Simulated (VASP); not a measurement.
# SnSe (Pnma) in VASP: single point with PBE

Aim: the single point of SnSe with PBE.

All numbers are computed with VASP 6.6.1; they aren't measurements. Logs are shortened: lines on timing, memory, paths and dates and some standing lists are left out, and cuts for length are marked.

**1. The cell of the first run**

Symmetry: Pnma, No. 62, orthorhombic system. The conventional cell has a = 11.420 Å, b = 4.190 Å, c = 4.460 Å, α = 90.00°, β = 90.00°, γ = 90.00°. Sn (site symmetry m) has 6 Se at 2.69 to 3.51 Å and 2 Sn at 3.60 Å within 3.6 Å. Within 3.6 Å of Se (site symmetry m) lie 6 Sn at 2.69 to 3.51 Å.

**2. Single point, PBE**

File INCAR:

```
SYSTEM = SnSe
ALGO     = Normal         ! electronic algorithm
EDIFF    = 1E-6           ! SCF threshold, eV
ENCUT    = 520            ! plane-wave cutoff, eV
GGA      = PE             ! functional
ISIF     = 2              ! what is computed and relaxed
ISMEAR   = 0              ! smearing method
LASPH    = .True.         ! aspherical terms in the spheres
LCHARG   = .False.        ! write CHGCAR
LREAL    = .False.        ! projectors in reciprocal space
LWAVE    = .False.        ! write WAVECAR
NBANDS   = 50             ! bands
NELM     = 80             ! most SCF steps
PREC     = Accurate       ! precision mode
SIGMA    = 0.01           ! smearing width, eV
```

File KPOINTS:

```
k-points
0
Gamma
  2 6 6
  0 0 0
```

File POSCAR:

```
SnSe
1.0
   11.4200000000      0.0000000000      0.0000000000
    0.0000000000      4.1900000000      0.0000000000
    0.0000000000      0.0000000000      4.4600000000
Sn Se
4 4
Direct
    0.1230000000      0.2500000000      0.0910000000
    0.3770000000      0.7500000000      0.5910000000
    0.6230000000      0.2500000000      0.4090000000
    0.8770000000      0.7500000000      0.9090000000
    0.3570000000      0.2500000000      0.0160000000
    0.1430000000      0.7500000000      0.5160000000
    0.8570000000      0.2500000000      0.4840000000
    0.6430000000      0.7500000000      0.9840000000
```

Potentials or basis: VASP PAW PBE potentials, release 64 (Sn_d, Se).

Started as:

```bash
$ cat potpaw_PBE.64/Sn_d/POTCAR potpaw_PBE.64/Se/POTCAR > POTCAR
$ mpirun -np 1 vasp_std > vasp.out
```

OUTCAR:

```text
SYSTEM = SnSe
   EDIFF = 1E-6
   ENCUT = 520
   GGA = PE
   ISIF = 2
   ISMEAR = 0
   LASPH = .True.
   LREAL = .False.
   NELM = 80
   PREC = Accurate

 ion  position               nearest neighbor table
   1  0.123  0.250  0.091-   5 2.69   6 2.83   6 2.83   4 3.60   4 3.60
   2  0.377  0.750  0.591-   6 2.69   5 2.83   5 2.83   3 3.60   3 3.60
   3  0.623  0.250  0.409-   7 2.69   8 2.83   8 2.83   2 3.60   2 3.60
   4  0.877  0.750  0.909-   8 2.69   7 2.83   7 2.83   1 3.60   1 3.60
   5  0.357  0.250  0.016-   1 2.69   2 2.83   2 2.83
   6  0.143  0.750  0.516-   2 2.69   1 2.83   1 2.83
   7  0.857  0.250  0.484-   3 2.69   4 2.83   4 2.83
   8  0.643  0.750  0.984-   4 2.69   3 2.83   3 2.83

  LATTYP: Found a simple orthorhombic cell.
 ALAT       =     4.1900000000
 B/A-ratio  =     1.0644391408
 C/A-ratio  =     2.7255369928

  Lattice vectors:

 A1 = (   0.0000000000,   4.1900000000,   0.0000000000)
 A2 = (   0.0000000000,   0.0000000000,   4.4600000000)
 A3 = (  11.4200000000,   0.0000000000,   0.0000000000)

Analysis of symmetry for initial positions (statically):
=====================================================================
 Subroutine PRICEL returns:
 Original cell was already a primitive cell.

 Routine SETGRP: Setting up the symmetry group for a
 simple orthorhombic supercell.

 Subroutine GETGRP returns: Found  8 space group operations
 (whereof  2 operations were pure point group operations)
 out of a pool of  8 trial point group operations.

The static configuration has the point symmetry S_2 .
 The point group associated with its full space group is D_2h.

Analysis of symmetry for dynamics (positions and initial velocities):
=====================================================================
 Subroutine PRICEL returns:
 Original cell was already a primitive cell.

 Routine SETGRP: Setting up the symmetry group for a
 simple orthorhombic supercell.

 Subroutine GETGRP returns: Found  8 space group operations
 (whereof  2 operations were pure point group operations)
 out of a pool of  8 trial point group operations.

The dynamic configuration has the point symmetry S_2 .
 The point group associated with its full space group is D_2h.

 Subroutine INISYM returns: Found  8 space group operations
 (whereof  2 operations are pure point group operations),
 and found     1 'primitive' translations

----------------------------------------------------------------------------------------

                                     Primitive cell

  volume of cell :     213.4101

  direct lattice vectors                    reciprocal lattice vectors
    11.420000000  0.000000000  0.000000000     0.087565674  0.000000000  0.000000000
     0.000000000  4.190000000  0.000000000     0.000000000  0.238663484  0.000000000
     0.000000000  0.000000000  4.460000000     0.000000000  0.000000000  0.224215247

  length of vectors
    11.420000000  4.190000000  4.460000000     0.087565674  0.238663484  0.224215247

  position of ions in fractional coordinates (direct lattice)
     0.123000000  0.250000000  0.091000000
     0.377000000  0.750000000  0.591000000
     0.623000000  0.250000000  0.409000000
     0.877000000  0.750000000  0.909000000
     0.357000000  0.250000000  0.016000000
     0.143000000  0.750000000  0.516000000
     0.857000000  0.250000000  0.484000000
     0.643000000  0.750000000  0.984000000

  ion indices of the primitive-cell ions
   primitive index   ion index
                 1           1
                 2           2
                 3           3
                 4           4
                 5           5
                 6           6
                 7           7
                 8           8

----------------------------------------------------------------------------------------

 KPOINTS: k-points

Automatic generation of k-mesh.
 Grid dimensions read from file:
 generate k-points for:    2    6    6

 Generating k-lattice:

  Cartesian coordinates                     Fractional coordinates (reciprocal lattice)
     0.043782837  0.000000000  0.000000000     0.500000000  0.000000000  0.000000000
     0.000000000  0.039777247  0.000000000     0.000000000  0.166666667  0.000000000
     0.000000000  0.000000000  0.037369208     0.000000000  0.000000000  0.166666667

  Length of vectors
     0.043782837  0.039777247  0.037369208

  Shift w.r.t. Gamma in fractional coordinates (k-lattice)
     0.000000000  0.000000000  0.000000000

 Subroutine IBZKPT returns following result:
 ===========================================

 Found     32 irreducible k-points:

 Following reciprocal coordinates:
            Coordinates               Weight
  0.000000  0.000000  0.000000      1.000000
  0.500000  0.000000  0.000000      1.000000
  0.000000  0.166667  0.000000      2.000000
  0.500000  0.166667  0.000000      2.000000
  0.000000  0.333333  0.000000      2.000000
  0.500000  0.333333  0.000000      2.000000
[... 16 lines left out ...]
  0.000000  0.500000  0.333333      2.000000
  0.500000  0.500000  0.333333      2.000000
 [... further k-points ...]
   k-points           NKPTS =     32   k-points in BZ     NKDIM =     32   number of bands    NBANDS=     50
   number of dos      NEDOS =    301   number of ions     NIONS =      8
   total plane-waves  NPLWV = 103680
   dimension x,y,z NGX =    90 NGY =   32 NGZ =   36
   dimension x,y,z NGXF=   180 NGYF=   64 NGZF=   72
   ions per type =               4   4
   NGX,Y,Z   is equivalent  to a cutoff of  13.10, 12.70, 13.42 a.u.
   NGXF,Y,Z  is equivalent  to a cutoff of  26.20, 25.39, 26.84 a.u.
 SYSTEM =  SnSe
   PREC   = accura    normal or accurate (medium, high low for compatibility)
   ISTART =      0    job   : 0-new  1-cont  2-samecut
   ICHARG =      2    charge: 1-file 2-atom 10-const
   ISPIN  =      1    spin polarized calculation?
   LNONCOLLINEAR =      F non collinear calculations
   LSORBIT =      F    spin-orbit coupling
   LASPH  =      T    aspherical Exc in radial PAW
   ENCUT  =  520.0 eV  38.22 Ry    6.18 a.u.  21.23  7.79  8.29*2*pi/ulx,y,z
   NELM   =     80;   NELMIN=  2; NELMDL= -5     # of ELM steps
   EDIFF  = 0.1E-05   stopping-criterion for ELM
   LREAL  =      F    real-space projection
   EDIFFG = 0.1E-04   stopping-criterion for IOM
   NSW    =      0    number of steps for IOM
   IBRION =     -1    ionic relax: 0-MD 1-quasi-New 2-CG
   NFREE  =      0    steps in history (QN), initial steepest desc. (CG)
   ISIF   =      2    stress and relaxation
   ISYM   =      2    0-nonsym 1-usesym 2-fastsym
   POTIM  = 0.5000    time-step for ionic-motion
   TEBEG  =    0.0;   TEEND  =   0.0 temperature during run
   PSTRESS=    0.0 pullay stress
   NELECT =      80.0000    total number of electrons
   NUPDOWN=      -1.0000    fix difference up-down
   EMIN   =  10.00;   EMAX   =-10.00  energy-range for DOS
   EFERMI =   0.00;   METHOD = LEGACY
   ISMEAR =     0;   SIGMA  =   0.01  broadening in eV -4-tet -1-fermi 0-gaus
   EFERMI_NEDOS =   21; number of points for ismear=-14 and -15
   IALGO  =     38    algorithm
   IMIX   =      4    mixing-type and parameters
     AMIX     =   0.40;   BMIX     =  1.00
     AMIX_MAG =   1.60;   BMIX_MAG =  1.00
  volume/ion in A,a.u.               =      26.68       180.02
  Fermi-wavevector in a.u.,A,eV,Ry     =   1.180411  2.230653 18.957944  1.393370
  Thomas-Fermi vector in A             =   2.316704
   LORBIT       =      0    0 simple, 1 ext, 2 COOP (PROOUT), +10 PAW based schemes
   GGA     = PE    functional components
   LHFCALC =     F    Hartree Fock is set to
   AEXX    =    0.0000 exact exchange contribution
   IVDW    =     0    specifies the selected vdW correction
   LEPSILON=     F    determine dielectric tensor
   LRPA    =     F    only Hartree local field effects (RPA)
 non-spin polarized calculation
 Gauss-broadening in eV      SIGMA  =   0.01
  energy-cutoff  :      520.00
  volume of cell :      213.41
 maximum number of plane-waves:      5772
 NGX is ok and might be reduce to    90
   NGX = 43   NGY = 15   NGZ = 17

 number of electron      80.0000000 magnetization

 Free energy of the ion-electron system (eV)
  ---------------------------------------------------
  ext. energy  EPLUGINS =         0.00000000
  ---------------------------------------------------
  free energy    TOTEN  =       -32.74151656 eV

  energy without entropy =      -32.74151656  energy(sigma->0) =      -32.74151656

 E-fermi :   5.5745     XC(G=0):  -9.7033

 val. band max:        5.4826181115   @ k =   0.0000   0.0000   0.3333
 cond. band min:       6.0185051989   @ k =   0.0000   0.3333   0.0000
 fundamental gap:      0.5358870874
 Fermi energy:         5.5745099100

 k-point     1 :       0.0000    0.0000    0.0000
  band No.  band energies     occupation
      1     -15.8839      2.00000
      2     -15.8747      2.00000
      3     -15.8711      2.00000
      4     -15.8710      2.00000
      5     -15.8688      2.00000
      6     -15.8658      2.00000
[... 42 lines left out ...]
     49      10.0885      0.00000
     50      10.1136      0.00000

 k-point     2 :       0.5000    0.0000    0.0000
  band No.  band energies     occupation
      1     -15.8793      2.00000
      2     -15.8793      2.00000
      3     -15.8707      2.00000
      4     -15.8707      2.00000
      5     -15.8695      2.00000
      6     -15.8695      2.00000
[... 42 lines left out ...]
     49      10.4807      0.00000
     50      10.4808      0.00000

 k-point     3 :       0.0000    0.1667    0.0000
  band No.  band energies     occupation
      1     -15.8784      2.00000
      2     -15.8731      2.00000
      3     -15.8728      2.00000
      4     -15.8692      2.00000
      5     -15.8690      2.00000
      6     -15.8665      2.00000
[... 1102 lines left out ...]
     49      10.2544      0.00000
     50      10.2544      0.00000

 k-point    24 :       0.5000    0.5000    0.3333
  band No.  band energies     occupation
      1     -15.8870      2.00000
      2     -15.8870      2.00000
      3     -15.8870      2.00000
      4     -15.8870      2.00000
      5     -15.8556      2.00000
      6     -15.8556      2.00000
[... 42 lines left out ...]
     49      10.9821      0.00000
     50      10.9821      0.00000

 [... further k-points ...]

------------------------ aborting loop because EDIFF is reached ----------------------------------------

  FORCE on cell =-STRESS in cart. coord.  units (eV):
  Direction    XX          YY          ZZ          XY          YZ          ZX
  --------------------------------------------------------------------------------------
  -------------------------------------------------------------------------------------
  Total        5.8427982      2.1866550      1.8730023      0.0000000      0.0000000      0.0000000
  in kB       43.8648331     16.4163223     14.0615732      0.0000000      0.0000000      0.0000000
  external PRESSURE =      24.7809095 kB  Pullay stress =       0.0000000 kB

 VOLUME and BASIS-vectors are now :
 -----------------------------------------------------------------------------
  energy-cutoff  :      520.00
  volume of cell :      213.41
      direct lattice vectors                 reciprocal lattice vectors
    11.420000000  0.000000000  0.000000000     0.087565674  0.000000000  0.000000000
     0.000000000  4.190000000  0.000000000     0.000000000  0.238663484  0.000000000
     0.000000000  0.000000000  4.460000000     0.000000000  0.000000000  0.224215247

 POSITION                                       TOTAL-FORCE (eV/Angst)
 -----------------------------------------------------------------------------------
      1.40466      1.04750      0.40586        -0.310399     -0.000000      0.012503
      4.30534      3.14250      2.63586         0.310399     -0.000000      0.012503
      7.11466      1.04750      1.82414        -0.310399      0.000000     -0.012503
     10.01534      3.14250      4.05414         0.310399      0.000000     -0.012503
      4.07694      1.04750      0.07136         0.253800      0.000000     -0.027972
      1.63306      3.14250      2.30136        -0.253800      0.000000     -0.027972
      9.78694      1.04750      2.15864         0.253800      0.000000      0.027972
      7.34306      3.14250      4.38864        -0.253800      0.000000      0.027972
 -----------------------------------------------------------------------------------
    total drift:                                0.000000     -0.000000      0.000000

  FREE ENERGIE OF THE ION-ELECTRON SYSTEM (eV)
  ---------------------------------------------------
  free  energy   TOTEN  =       -32.7415165604 eV

  energy  without entropy=      -32.7415165604  energy(sigma->0) =      -32.74151656
```

Wall time 6.9 min (1 thread of Intel Xeon Platinum 8259CL at 2.50GHz (Skylake/Cascade Lake), shared host); peak memory 0.47 GiB.

Results:

```
Free energy            : -32.7415 eV
Pressure               : 2.5 GPa
Largest force          : 0.311 eV/Å
Band gap on the k mesh : 0.54 eV (least direct gap 0.70 eV)
```

Forces in eV/Å, atoms in the order of the input:
```
Sn  -0.310  0.000  0.013
Sn   0.310  0.000  0.013
Sn  -0.310  0.000 -0.013
Sn   0.310  0.000 -0.013
Se   0.254  0.000 -0.028
Se  -0.254  0.000 -0.028
Se   0.254  0.000  0.028
Se  -0.254  0.000  0.028
```

Caveat: spin-orbit coupling is left out, which moves the levels of the heavy elements. A k mesh can miss the band edges.
